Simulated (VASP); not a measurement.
# ZnO (P6_3mc) in VASP: vibrations by perturbation theory with PBEsol

Aim: the vibrations by perturbation theory of ZnO with PBEsol.

Program: VASP 6.6.1. These are calculated values, not measurements. Logs are shortened: lines on timing, memory, paths and dates and some standing lists are left out, and cuts for length are marked.

### Step 1. The cell of the first run

It takes space group P6_3mc (No. 186, hexagonal). Conventional cell: a = 3.231 Å, b = 3.231 Å, c = 5.214 Å, α = 90.00°, β = 90.00°, γ = 120.00°. Zn (site symmetry 3m) has 4 O at 1.97 to 1.98 Å within 2.6 Å. O (site symmetry 3m) has 4 Zn at 1.97 to 1.98 Å within 2.6 Å.

### Step 2. Vibrations by perturbation theory, PBEsol

The input, INCAR:

```
  ALGO = Normal
  EDIFF = 1E-8
  ENCUT = 520
  GGA = PS
  IBRION = 8
  ISIF = 2
  ISMEAR = 0
  LASPH = T
  LCHARG = F
  LEPSILON = T
  LREAL = F
  LWAVE = F
  NELM = 80
  NSW = 1
  PREC = Accurate
  SIGMA = 0.01
```

The input, KPOINTS:

```
k-points
0
Gamma
  6 6 4
```

The input, POSCAR:

```
ZnO
1.0
    3.2305167399      0.0000000000      0.0000000000
   -1.6152583699      2.7977095641      0.0000000000
    0.0000000000      0.0000000000      5.2139362460
Zn O
2 2
Direct
    0.6666666667      0.3333333333      0.5006385768
    0.3333333333      0.6666666667      0.0006385768
    0.6666666667      0.3333333333      0.8796714232
    0.3333333333      0.6666666667      0.3796714232
```

Potentials or basis: VASP PAW PBE potentials, release 64 (Zn, O).

Launch:

```
> cat potpaw_PBE.64/Zn/POTCAR potpaw_PBE.64/O/POTCAR > POTCAR
> mpirun -np 1 vasp_std > vasp.out
```

OUTCAR:

```text
EDIFF = 1E-8
   ENCUT = 520
   GGA = PS
   IBRION = 8
   ISIF = 2
   ISMEAR = 0
   LASPH = T
   LEPSILON = T
   LREAL = F
   NELM = 80
   NSW = 1
   PREC = Accurate

 ion  position               nearest neighbor table
   1  0.667  0.333  0.501-   4 1.97   4 1.97   4 1.97   3 1.98
   2  0.333  0.667  0.001-   3 1.97   3 1.97   3 1.97   4 1.98
   3  0.667  0.333  0.880-   2 1.97   2 1.97   2 1.97   1 1.98
   4  0.333  0.667  0.380-   1 1.97   1 1.97   1 1.97   2 1.98

  LATTYP: Found a hexagonal cell.
 ALAT       =     3.2305167399
 C/A-ratio  =     1.6139635439

  Lattice vectors:

 A1 = (   3.2305167399,   0.0000000000,   0.0000000000)
 A2 = (  -1.6152583699,   2.7977095641,   0.0000000000)
 A3 = (   0.0000000000,   0.0000000000,   5.2139362460)

Analysis of symmetry for initial positions (statically):
=====================================================================
 Subroutine PRICEL returns:
 Original cell was already a primitive cell.

 Routine SETGRP: Setting up the symmetry group for a
 hexagonal supercell.

 Subroutine GETGRP returns: Found 12 space group operations
 (whereof  6 operations were pure point group operations)
 out of a pool of 24 trial point group operations.

The static configuration has the point symmetry C_3v.
 The point group associated with its full space group is C_6v.

Analysis of symmetry for dynamics (positions and initial velocities):
=====================================================================
 Subroutine PRICEL returns:
 Original cell was already a primitive cell.

 Routine SETGRP: Setting up the symmetry group for a
 hexagonal supercell.

 Subroutine GETGRP returns: Found 12 space group operations
 (whereof  6 operations were pure point group operations)
 out of a pool of 24 trial point group operations.

The dynamic configuration has the point symmetry C_3v.
 The point group associated with its full space group is C_6v.

 Subroutine INISYM returns: Found 12 space group operations
 (whereof  6 operations are pure point group operations),
 and found     1 'primitive' translations

----------------------------------------------------------------------------------------

                                     Primitive cell

  volume of cell :      47.1238

  direct lattice vectors                    reciprocal lattice vectors
     3.230516740  0.000000000  0.000000000     0.309548001  0.178717622  0.000000000
    -1.615258370  2.797709564  0.000000000     0.000000000  0.357435244  0.000000000
     0.000000000  0.000000000  5.213936246     0.000000000  0.000000000  0.191793676

  length of vectors
     3.230516740  3.230516740  5.213936246     0.357435244  0.357435244  0.191793676

  position of ions in fractional coordinates (direct lattice)
     0.666666667  0.333333333  0.500638577
     0.333333333  0.666666667  0.000638577
     0.666666667  0.333333333  0.879671423
     0.333333333  0.666666667  0.379671423

  ion indices of the primitive-cell ions
   primitive index   ion index
                 1           1
                 2           2
                 3           3
                 4           4

[... 709 lines left out ...]
[... ionic steps 4 to 9 ...]

--------------------------------------- Ionic step       10  -------------------------------------------

------------------------ aborting loop because EDIFF is reached ----------------------------------------

[... ionic steps 11 to 11 ...]

--------------------------------------- Ionic step       12  -------------------------------------------

 Free energy of the ion-electron system (eV)
  ---------------------------------------------------
  ---------------------------------------------------
  free energy    TOTEN  =        -0.37599245 eV

  energy without entropy =       -0.37599245

------------------------ aborting loop because EDIFF is reached ----------------------------------------

 INTERNAL STRAIN TENSOR  FOR ION    3  DIRECTION 3   (eV/Angst):
 -----------------------------------------------------------------------------
     4.69169  0.00000  0.00000
     0.00000  4.69169  0.00000
    -0.00000  0.00000 -9.21260

 MACROSCOPIC STATIC DIELECTRIC TENSOR (including local field effects in DFT)
 ------------------------------------------------------
           9.953213     0.000000     0.000000
           0.000000     9.953213     0.000000
           0.000000     0.000000     8.571512
 ------------------------------------------------------

 PIEZOELECTRIC TENSOR (including local field effects)  for field in x, y, z        (e  Angst)
          XX          YY          ZZ          XY          YZ          ZX
  --------------------------------------------------------------------------------
  x     0.00000     0.00000     0.00000     0.00000     0.00000     1.31159
  y     0.00000    -0.00000     0.00000     0.00000     1.31159     0.00000
  z     1.19210     1.19210    -2.42762     0.00000     0.00000     0.00000

 PIEZOELECTRIC TENSOR (including local field effects)  for field in x, y, z        (C/m^2)
          XX          YY          ZZ          XY          YZ          ZX
  --------------------------------------------------------------------------------
  x     0.00000     0.00000     0.00000     0.00000     0.00000     0.44593
  y     0.00000    -0.00000     0.00000     0.00000     0.44593     0.00000
  z     0.40531     0.40531    -0.82538     0.00000     0.00000     0.00000

 BORN EFFECTIVE CHARGES (including local field effects) (in |e|, cummulative output)
 ---------------------------------------------------------------------------------
 ion    1
    1     2.26143     0.00000     0.00000
    2     0.00000     2.26143     0.00000
    3     0.00000    -0.00000     2.26312
 ion    2
    1     2.26143     0.00000    -0.00000
    2     0.00000     2.26143     0.00000
    3    -0.00000     0.00000     2.26312
 ion    3
    1    -2.26143    -0.00000    -0.00000
    2    -0.00000    -2.26143     0.00000
    3     0.00000     0.00000    -2.26312
 ion    4
    1    -2.26143    -0.00000     0.00000
    2    -0.00000    -2.26143     0.00000
    3     0.00000     0.00000    -2.26312

 INTERNAL STRAIN TENSOR FOR ION    4 for displacements in x,y,z  (eV/Angst):
          X           Y           Z          XY          YZ          ZX
  --------------------------------------------------------------------------------
  x    -0.00000     0.00000     0.00000    -8.33000     0.00000     4.53554
  y    -8.33000     8.33000    -0.00000     0.00000     4.82462     0.00000
  z     4.69169     4.69169    -9.21260     0.00000     0.00000    -0.00000

 SECOND DERIVATIVES (NOT SYMMETRIZED)
 ------------------------------------
               1X          1Y          1Z          2X          2Y          2Z          3X          3Y          3Z          4X          4Y          4Z
  1X    -7.763724   -0.000000   -0.000000    0.334028    0.000000    0.000000    0.002088    0.000000   -0.000000    7.427607    0.000000   -0.000000
  1Y    -0.000000   -7.763724    0.000000    0.000000    0.334028   -0.000000    0.000000    0.002088    0.000000    0.000000    7.427607   -0.000000
  1Z    -0.000000    0.000000  -11.400977    0.000000   -0.000000    4.802165    0.000000    0.000000    5.079022   -0.000000    0.000000    1.519790
  2X     0.334028    0.000000   -0.000000   -7.763724   -0.000000    0.000000    7.427607    0.000000    0.000000    0.002088    0.000000    0.000000
  2Y     0.000000    0.334028    0.000000   -0.000000   -7.763724   -0.000000    0.000000    7.427607    0.000000    0.000000    0.002088    0.000000
  2Z    -0.000000    0.000000    4.802165    0.000000    0.000000  -11.400977    0.000000    0.000000    1.519790   -0.000000    0.000000    5.079022
  3X    -0.005362   -0.000000    0.000000    7.424118    0.000000    0.000000   -8.378449   -0.000000    0.000000    0.959694    0.000000    0.000000
  3Y    -0.000000   -0.005362    0.000000    0.000000    7.424118    0.000000   -0.000000   -8.378449    0.000000    0.000000    0.959694    0.000000
  3Z    -0.000000    0.000000    5.168862    0.000000    0.000000    1.528740    0.000000   -0.000000  -11.686822   -0.000000   -0.000000    4.989219
  4X     7.424118    0.000000   -0.000000   -0.005362   -0.000000   -0.000000    0.959694    0.000000    0.000000   -8.378449   -0.000000    0.000000
  4Y     0.000000    7.424118    0.000000   -0.000000   -0.005362    0.000000    0.000000    0.959694   -0.000000   -0.000000   -8.378449   -0.000000
  4Z    -0.000000    0.000000    1.528740    0.000000    0.000000    5.168862    0.000000    0.000000    4.989219   -0.000000    0.000000  -11.686822

 Eigenvectors and eigenvalues of the dynamical matrix
 ----------------------------------------------------

   1 f  =   16.076838 THz   101.013750 2PiTHz  536.265581 cm-1    66.488428 meV
             X         Y         Z           dx          dy          dz
      1.615258  0.932570  2.610298     0.000000    0.000000    0.096276
     -0.000000  1.865140  0.003329    -0.000000   -0.000000   -0.096276
      1.615258  0.932570  4.586551     0.000000    0.000000   -0.700522
     -0.000000  1.865140  1.979583    -0.000000   -0.000000    0.700522
[... 71 lines left out ...]
  12 f/i=    0.033122 THz     0.208111 2PiTHz    1.104830 cm-1     0.136981 meV
             X         Y         Z           dx          dy          dz
      1.615258  0.932570  2.610298     0.000000   -0.000000    0.634723
     -0.000000  1.865140  0.003329     0.000000   -0.000000    0.634723
      1.615258  0.932570  4.586551     0.000000   -0.000000    0.311651
     -0.000000  1.865140  1.979583     0.000000   -0.000000    0.311651

--------------------------------------------------------------------------------------------------------

 MACROSCOPIC STATIC DIELECTRIC TENSOR IONIC CONTRIBUTION
 ------------------------------------------------------
           5.290201     0.000000     0.000000
           0.000000     5.290201    -0.000000
           0.000000    -0.000000     5.916347
 ------------------------------------------------------

 ELASTIC MODULI CONTR FROM IONIC RELAXATION (kBar)
 Direction    XX          YY          ZZ          XY          YZ          ZX
 --------------------------------------------------------------------------------
 XX        -738.7799    288.7809    441.5755     -0.0000     -0.0000     -0.0000
 YY         288.7809   -738.7799    441.5755     -0.0000      0.0000      0.0000
 ZZ         441.5755    441.5755   -866.6194      0.0000     -0.0000      0.0000
 XY          -0.0000     -0.0000      0.0000   -513.7804     -0.0000     -0.0000
 YZ           0.0000      0.0000     -0.0000     -0.0000   -196.9630     -0.0000
 ZX          -0.0000      0.0000      0.0000      0.0000     -0.0000   -191.4140
 --------------------------------------------------------------------------------

 PIEZOELECTRIC TENSOR IONIC CONTR  for field in x, y, z        (C/m^2)
          XX          YY          ZZ          XY          YZ          ZX
  --------------------------------------------------------------------------------
  x    -0.00000     0.00000     0.00000     0.00000    -0.00000    -0.94688
  y     0.00000    -0.00000    -0.00000    -0.00000    -0.96051    -0.00000
  z    -1.08565    -1.08565     2.13066    -0.00000     0.00000    -0.00000
```

Run time: 10 min. Hardware: 1 thread of AMD EPYC 7R43 (Zen 3), shared host; peak memory 0.3 GiB.

What came out:

| Item | Value |
| --- | --- |
| Electronic dielectric tensor (diagonal) | 9.95, 9.95, 8.57 |
| Born charges (mean of the diagonal) | Zn +2.26; O -2.26 e |
| Highest phonon frequency at Γ, LO-TO splitting left out | 536 cm⁻¹ |

Phonon frequencies in cm⁻¹ (negative: imaginary):
| q point | frequencies |
| --- | --- |
| (0.000, 0.000, 0.000) | -1 0 0 88 88 251 376 396 396 430 430 536 |

Electronic dielectric tensor:
```
9.95 0.00 0.00
0.00 9.95 0.00
0.00 0.00 8.57
```

Born effective charge tensors (e):
atom 1, Zn
```
2.26 0.00 0.00
0.00 2.26 0.00
0.00 0.00 2.26
```
atom 2, Zn
```
2.26 0.00 0.00
0.00 2.26 0.00
0.00 0.00 2.26
```
atom 3, O
```
-2.26  0.00  0.00
 0.00 -2.26  0.00
 0.00  0.00 -2.26
```
atom 4, O
```
-2.26  0.00  0.00
 0.00 -2.26  0.00
 0.00  0.00 -2.26
```

Caveat: the k points lie up to 0.37 Å⁻¹ apart.
